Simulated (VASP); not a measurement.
# KCl in VASP: a series of runs, part 2 of 3

VASP 6.6.1. Earlier steps stand in the parts before.

## 3. Single point, PBE (strained)

File INCAR:

```
ALGO = Normal
EDIFF = 1E-7
ENCUT = 520
GGA = PE
ISIF = 2
ISMEAR = 0
LASPH = T
LCHARG = T
LELF = T
LREAL = F
LVHAR = T
LWAVE = F
NBANDS = 15
NELM = 100
PREC = Accurate
SIGMA = 0.02
```

File KPOINTS:

```
k-points
0
Gamma
  6 6 6
```

File POSCAR:

```
KCl
1.0
    0.0000000000      3.2278381530      3.2278381530
    3.2278381530      0.0000000000      3.2278381530
    3.2278381530      3.2278381530      0.0000000000
K Cl
1 1
Direct
    0.0000000000      0.0000000000      0.0000000000
    0.5000000000      0.5000000000      0.5000000000
```

Potentials or basis: VASP PAW PBE potentials, release 64 (K_sv, Cl).

Started as:

```bash
$ cat potpaw_PBE.64/K_sv/POTCAR potpaw_PBE.64/Cl/POTCAR > POTCAR
$ mpirun -np 1 vasp_std > vasp.out
```

OUTCAR:

```text
EDIFF = 1E-7
   ENCUT = 520
   GGA = PE
   ISIF = 2
   ISMEAR = 0
   LASPH = T
   LREAL = F
   NELM = 100
   PREC = Accurate

 ion  position               nearest neighbor table
   1  0.000  0.000  0.000-   2 3.23   2 3.23   2 3.23   2 3.23   2 3.23   2 3.23
   2  0.500  0.500  0.500-   1 3.23   1 3.23   1 3.23   1 3.23   1 3.23   1 3.23

  LATTYP: Found a face centered cubic cell.
 ALAT       =     6.4556763060

  Lattice vectors:

 A1 = (   0.0000000000,   3.2278381530,   3.2278381530)
 A2 = (   3.2278381530,   0.0000000000,   3.2278381530)
 A3 = (   3.2278381530,   3.2278381530,   0.0000000000)

Analysis of symmetry for initial positions (statically):
=====================================================================
 Subroutine PRICEL returns:
 Original cell was already a primitive cell.

 Routine SETGRP: Setting up the symmetry group for a
 face centered cubic supercell.

 Subroutine GETGRP returns: Found 48 space group operations
 (whereof 48 operations were pure point group operations)
 out of a pool of 48 trial point group operations.

The static configuration has the point symmetry O_h .

Analysis of symmetry for dynamics (positions and initial velocities):
=====================================================================
 Subroutine PRICEL returns:
 Original cell was already a primitive cell.

 Routine SETGRP: Setting up the symmetry group for a
 face centered cubic supercell.

 Subroutine GETGRP returns: Found 48 space group operations
 (whereof 48 operations were pure point group operations)
 out of a pool of 48 trial point group operations.

The dynamic configuration has the point symmetry O_h .

 Subroutine INISYM returns: Found 48 space group operations
 (whereof 48 operations are pure point group operations),
 and found     1 'primitive' translations

----------------------------------------------------------------------------------------

                                     Primitive cell

  volume of cell :      67.2613

  direct lattice vectors                    reciprocal lattice vectors
     0.000000000  3.227838153  3.227838153    -0.154902438  0.154902438  0.154902438
     3.227838153  0.000000000  3.227838153     0.154902438 -0.154902438  0.154902438
     3.227838153  3.227838153  0.000000000     0.154902438  0.154902438 -0.154902438

  length of vectors
     4.564852493  4.564852493  4.564852493     0.268298893  0.268298893  0.268298893

  position of ions in fractional coordinates (direct lattice)
     0.000000000  0.000000000  0.000000000
     0.500000000  0.500000000  0.500000000

  ion indices of the primitive-cell ions
   primitive index   ion index
                 1           1
                 2           2

----------------------------------------------------------------------------------------

 KPOINTS: k-points

Automatic generation of k-mesh.
 Grid dimensions read from file:
 generate k-points for:    6    6    6

 Generating k-lattice:

  Cartesian coordinates                     Fractional coordinates (reciprocal lattice)
    -0.025817073  0.025817073  0.025817073     0.166666667  0.000000000  0.000000000
[... 32 lines left out ...]
   k-points           NKPTS =     16   k-points in BZ     NKDIM =     16   number of bands    NBANDS=     15
   number of dos      NEDOS =    301   number of ions     NIONS =      2
   total plane-waves  NPLWV =  46656
   dimension x,y,z NGX =    36 NGY =   36 NGZ =   36
   dimension x,y,z NGXF=    72 NGYF=   72 NGZF=   72
   ions per type =               1   1
   NGX,Y,Z   is equivalent  to a cutoff of  13.11, 13.11, 13.11 a.u.
   NGXF,Y,Z  is equivalent  to a cutoff of  26.22, 26.22, 26.22 a.u.
 SYSTEM =  unknown system
   PREC   = accura    normal or accurate (medium, high low for compatibility)
   ISTART =      0    job   : 0-new  1-cont  2-samecut
   ICHARG =      2    charge: 1-file 2-atom 10-const
   ISPIN  =      1    spin polarized calculation?
   LNONCOLLINEAR =      F non collinear calculations
   LSORBIT =      F    spin-orbit coupling
   LASPH  =      T    aspherical Exc in radial PAW
   ENCUT  =  520.0 eV  38.22 Ry    6.18 a.u.   8.49  8.49  8.49*2*pi/ulx,y,z
   NELM   =    100;   NELMIN=  2; NELMDL= -5     # of ELM steps
   EDIFF  = 0.1E-06   stopping-criterion for ELM
   LREAL  =      F    real-space projection
   EDIFFG = 0.1E-05   stopping-criterion for IOM
   NSW    =      0    number of steps for IOM
   IBRION =     -1    ionic relax: 0-MD 1-quasi-New 2-CG
   NFREE  =      0    steps in history (QN), initial steepest desc. (CG)
   ISIF   =      2    stress and relaxation
   ISYM   =      2    0-nonsym 1-usesym 2-fastsym
   POTIM  = 0.5000    time-step for ionic-motion
   TEBEG  =    0.0;   TEEND  =   0.0 temperature during run
   PSTRESS=    0.0 pullay stress
   NELECT =      16.0000    total number of electrons
   NUPDOWN=      -1.0000    fix difference up-down
   EMIN   =  10.00;   EMAX   =-10.00  energy-range for DOS
   EFERMI =   0.00;   METHOD = LEGACY
   ISMEAR =     0;   SIGMA  =   0.02  broadening in eV -4-tet -1-fermi 0-gaus
   EFERMI_NEDOS =   21; number of points for ismear=-14 and -15
   IALGO  =     38    algorithm
   IMIX   =      4    mixing-type and parameters
     AMIX     =   0.40;   BMIX     =  1.00
     AMIX_MAG =   1.60;   BMIX_MAG =  1.00
  volume/ion in A,a.u.               =      33.63       226.95
  Fermi-wavevector in a.u.,A,eV,Ry     =   1.014362  1.916867 13.999453  1.028931
  Thomas-Fermi vector in A             =   2.147585
   LORBIT       =      0    0 simple, 1 ext, 2 COOP (PROOUT), +10 PAW based schemes
   GGA     = PE    functional components
   LHFCALC =     F    Hartree Fock is set to
   AEXX    =    0.0000 exact exchange contribution
   IVDW    =     0    specifies the selected vdW correction
   LEPSILON=     F    determine dielectric tensor
   LRPA    =     F    only Hartree local field effects (RPA)
 non-spin polarized calculation
 Gauss-broadening in eV      SIGMA  =   0.02
  energy-cutoff  :      520.00
  volume of cell :       67.26
 maximum number of plane-waves:      1837
 NGX is ok and might be reduce to    36
   NGX = 17   NGY = 17   NGZ = 17

 number of electron      15.9999999 magnetization

 Free energy of the ion-electron system (eV)
  ---------------------------------------------------
  ext. energy  EPLUGINS =         0.00000000
  ---------------------------------------------------
  free energy    TOTEN  =        -6.80790615 eV

  energy without entropy =       -6.80790615  energy(sigma->0) =       -6.80790615

 E-fermi :  -1.9298     XC(G=0):  -7.2315

 val. band max:       -2.1287825772   @ k =   0.0000   0.0000   0.0000
 cond. band min:       2.8046242737   @ k =   0.0000   0.0000   0.0000
 fundamental gap:      4.9334068509
 Fermi energy:        -1.9297994522

 k-point     1 :       0.0000    0.0000    0.0000
  band No.  band energies     occupation
      1     -29.5209      2.00000
      2     -14.1662      2.00000
      3     -12.9799      2.00000
      4     -12.9799      2.00000
      5     -12.9799      2.00000
      6      -2.1288      2.00000
      7      -2.1288      2.00000
      8      -2.1288      2.00000
      9       2.8046      0.00000
     10       6.1973      0.00000
     11       6.1973      0.00000
     12       6.1973      0.00000
     13       7.0328      0.00000
     14       7.0328      0.00000
[... 257 lines left out ...]
      2     -14.1471      2.00000
      3     -13.0681      2.00000
      4     -13.0366      2.00000
      5     -12.9319      2.00000
      6      -2.6526      2.00000
      7      -2.4965      2.00000
      8      -2.4561      2.00000
      9       5.0947      0.00000
     10       6.5582      0.00000
     11       6.5783      0.00000
     12       7.7138      0.00000
     13       8.5584      0.00000
     14       9.2682      0.00000
     15       9.7352      0.00000

------------------------ aborting loop because EDIFF is reached ----------------------------------------

  FORCE on cell =-STRESS in cart. coord.  units (eV):
  Direction    XX          YY          ZZ          XY          YZ          ZX
  --------------------------------------------------------------------------------------
  -------------------------------------------------------------------------------------
  Total       -0.2142323     -0.2142323     -0.2142323      0.0000000     -0.0000000     -0.0000000
  in kB       -5.1030548     -5.1030548     -5.1030548      0.0000000     -0.0000000     -0.0000000
  external PRESSURE =      -5.1030548 kB  Pullay stress =       0.0000000 kB

 VOLUME and BASIS-vectors are now :
 -----------------------------------------------------------------------------
  energy-cutoff  :      520.00
  volume of cell :       67.26
      direct lattice vectors                 reciprocal lattice vectors
     0.000000000  3.227838153  3.227838153    -0.154902438  0.154902438  0.154902438
     3.227838153  0.000000000  3.227838153     0.154902438 -0.154902438  0.154902438
     3.227838153  3.227838153  0.000000000     0.154902438  0.154902438 -0.154902438

 POSITION                                       TOTAL-FORCE (eV/Angst)
 -----------------------------------------------------------------------------------
      0.00000      0.00000      0.00000         0.000000     -0.000000     -0.000000
      3.22784      3.22784      3.22784        -0.000000      0.000000      0.000000
 -----------------------------------------------------------------------------------
    total drift:                                0.000000      0.000000      0.000000

  FREE ENERGIE OF THE ION-ELECTRON SYSTEM (eV)
  ---------------------------------------------------
  free  energy   TOTEN  =        -6.8079061454 eV

  energy  without entropy=       -6.8079061454  energy(sigma->0) =       -6.80790615
```

OSZICAR:

```text
N       E                     dE             d eps       ncg     rms          rms(c)
DAV:   1     0.102139439125E+03    0.10214E+03   -0.69639E+03   480   0.947E+02
DAV:   2    -0.488158401252E+00   -0.10263E+03   -0.93957E+02   613   0.238E+02
DAV:   3    -0.686021891180E+01   -0.63721E+01   -0.63368E+01   669   0.523E+01
DAV:   4    -0.712131160306E+01   -0.26109E+00   -0.26105E+00   728   0.921E+00
DAV:   5    -0.712323349602E+01   -0.19219E-02   -0.19219E-02   683   0.934E-01    0.303E+00
DAV:   6    -0.681106398824E+01    0.31217E+00   -0.45249E-01   592   0.325E+00    0.246E+00
DAV:   7    -0.679353022275E+01    0.17534E-01   -0.10527E-01   648   0.178E+00    0.145E+00
DAV:   8    -0.680638066632E+01   -0.12850E-01   -0.17354E-02   636   0.962E-01    0.182E-01
DAV:   9    -0.680727574080E+01   -0.89507E-03   -0.11543E-03   599   0.212E-01    0.101E-01
DAV:  10    -0.680789790956E+01   -0.62217E-03   -0.64941E-04   515   0.162E-01    0.206E-02
DAV:  11    -0.680790241159E+01   -0.45020E-05   -0.25819E-05   687   0.276E-02    0.697E-03
DAV:  12    -0.680790542900E+01   -0.30174E-05   -0.31550E-06   536   0.127E-02    0.419E-03
DAV:  13    -0.680790601827E+01   -0.58927E-06   -0.80910E-07   592   0.486E-03    0.819E-04
DAV:  14    -0.680790612080E+01   -0.10252E-06   -0.12518E-07   521   0.229E-03    0.251E-04
DAV:  15    -0.680790614544E+01   -0.24638E-07   -0.18771E-09   408   0.336E-04
   1 F= -.68079061E+01 E0= -.68079061E+01  d E =-.160759E-46
```

stdout:

```text
POSCAR found type information on POSCAR K Cl
 POSCAR found :  2 types and       2 ions
 scaLAPACK will be used
 LDA part: xc-table for (Slater+PW92), standard interpolation
 POSCAR, INCAR and KPOINTS ok, starting setup
 FFT: planning ... GRIDC
 FFT: planning ... GRID_SOFT
 FFT: planning ... GRID
 WAVECAR not read
 entering main loop
```

Wall time 20 s (1 thread of AMD EPYC 7R13, shared host); peak memory 0.21 GiB.

Results:

```yaml
Free_energy: -6.8079 eV
Pressure: -0.5 GPa
Band_gap_on_the_k_mesh: 4.93 eV, direct
```

Levels at points of the mesh, in eV from the valence-band top:
```tsv
k point	band 4	band 5	band 6	band 7	band 8	band 9	band 10	band 11	band 12	band 13
(0.00, 0.00, 0.00)	-10.85	-10.85	0.00	0.00	0.00	4.93	8.33	8.33	8.33	9.16
(0.50, 0.00, 0.00)	-10.86	-10.65	-0.93	-0.27	-0.27	7.36	8.29	10.27	10.27	11.13
(0.50, 0.50, 0.00)	-10.89	-10.89	-0.60	-0.21	-0.21	6.58	8.00	9.63	10.08	10.31
```

Caveat: the cell differs from its parent crystal (strained).

## 4. Single point, PBE (strained and its atoms moved)

File INCAR:

```
PREC = Accurate
ENCUT = 520
EDIFF = 1E-6
ISMEAR = 0
SIGMA = 0.02
LREAL = F
LASPH = T
NELM = 100
ALGO = Normal
ISIF = 2
LWAVE = F
LCHARG = F
GGA = PE
NBANDS = 15
```

File KPOINTS:

```
regular mesh
0
Gamma
  6 6 6
```

File POSCAR:

```
KCl
1.0
    0.0000000000      3.1912589540      3.1912589540
    3.1912589540      0.0000000000      3.1912589540
    3.1912589540      3.1912589540      0.0000000000
K Cl
1 1
Direct
    0.0000000000      0.0000000000      0.0000000000
    0.5000000000      0.5000000000      0.5000000000
```

Started as:

```bash
$ cat potpaw_PBE.64/K_sv/POTCAR potpaw_PBE.64/Cl/POTCAR > POTCAR
$ mpirun -np 1 vasp_std > vasp.out
```

Wall time 16 s (1 thread of AMD EPYC 7R13, shared host); peak memory 0.21 GiB.

It converged, with:

| Item | Value |
| --- | --- |
| Free energy | -6.8110 eV |
| Pressure | 0.0 GPa |
| Band gap on the k mesh | 5.04 eV, direct |

Levels at points of the mesh, in eV from the valence-band top:
| k point | band 4 | band 5 | band 6 | band 7 | band 8 | band 9 | band 10 | band 11 | band 12 | band 13 |
| --- | --- | --- | --- | --- | --- | --- | --- | --- | --- | --- |
| (0.00, 0.00, 0.00) | -10.76 | -10.76 | 0.00 | 0.00 | 0.00 | 5.04 | 8.35 | 8.35 | 8.35 | 9.21 |
| (0.50, 0.00, 0.00) | -10.77 | -10.54 | -0.98 | -0.29 | -0.29 | 7.47 | 8.43 | 10.39 | 10.39 | 11.26 |
| (0.50, 0.50, 0.00) | -10.81 | -10.81 | -0.63 | -0.21 | -0.21 | 6.56 | 8.16 | 9.82 | 10.15 | 10.45 |

Caveat: the cell differs from its parent crystal (strained and its atoms moved).

## 5. Single point, PBE (one atom moved)

File INCAR:

```
SYSTEM = KCl
  PREC = Accurate
  ENCUT = 520
  EDIFF = 1E-6
  ISMEAR = 0
  SIGMA = 0.02
  LREAL = .FALSE.
  LASPH = .TRUE.
  NELM = 100
  ALGO = Normal
  ISIF = 2
  LWAVE = .FALSE.
  LCHARG = .TRUE.
  GGA = PE
  LELF = .TRUE.
  LVHAR = .TRUE.
  NBANDS = 15
```

File KPOINTS:

```
regular mesh
0
G
  6 6 6
  0 0 0
```

File POSCAR:

```
KCl
1.0
    0.0000000000      3.1561000000      3.1561000000
    3.1561000000      0.0000000000      3.1561000000
    3.1561000000      3.1561000000      0.0000000000
K Cl
1 1
Direct
    0.0163936504      0.0100567156     -0.0200627357
    0.5000000000      0.5000000000      0.5000000000
```

Started as:

```bash
$ cat potpaw_PBE.64/K_sv/POTCAR potpaw_PBE.64/Cl/POTCAR > POTCAR
$ mpirun -np 1 vasp_std > vasp.out
```

Run time: 89 s. Hardware: 1 thread of AMD EPYC 7R13, shared host; peak memory 0.26 GiB.

Results (log left out):

| Quantity | Value |
| --- | --- |
| Free energy | -6.8012 eV |
| Pressure | 0.7 GPa |
| Largest force | 0.118 eV/Å |
| Band gap on the k mesh | 5.16 eV, direct |

Forces in eV/Å, atoms in the order of the input:
```
K    0.040  0.015 -0.110
Cl  -0.040 -0.015  0.110
```

Stress tensor (GPa, compression positive):
```
0.61 0.00 0.02
0.00 0.59 0.01
0.02 0.01 0.77
```

Levels at points of the mesh, in eV from the valence-band top:
| k point | band 6 | band 7 | band 8 | band 9 | band 10 | band 11 |
| --- | --- | --- | --- | --- | --- | --- |
| (0.00, 0.00, 0.00) | 0.00 | 0.00 | 0.00 | 5.16 | 8.38 | 8.39 |
| (0.50, 0.00, 0.00) | -1.03 | -0.32 | -0.31 | 7.56 | 8.57 | 10.47 |
| (0.00, 0.50, 0.00) | -1.03 | -0.31 | -0.31 | 7.56 | 8.56 | 10.47 |
| (0.00, 0.00, 0.50) | -1.04 | -0.32 | -0.31 | 7.57 | 8.57 | 10.48 |
| (0.50, 0.50, 0.50) | -1.03 | -0.31 | -0.31 | 7.56 | 8.56 | 10.47 |
| (0.50, 0.50, 0.00) | -0.65 | -0.22 | -0.22 | 6.55 | 8.31 | 9.88 |
| (0.00, 0.50, 0.50) | -0.65 | -0.22 | -0.22 | 6.55 | 8.30 | 10.00 |
| (0.50, 0.00, 0.50) | -0.65 | -0.22 | -0.22 | 6.55 | 8.30 | 10.02 |

Caveat: the cell differs from its parent crystal (one atom moved).

(Continued in part 3 of 3.)
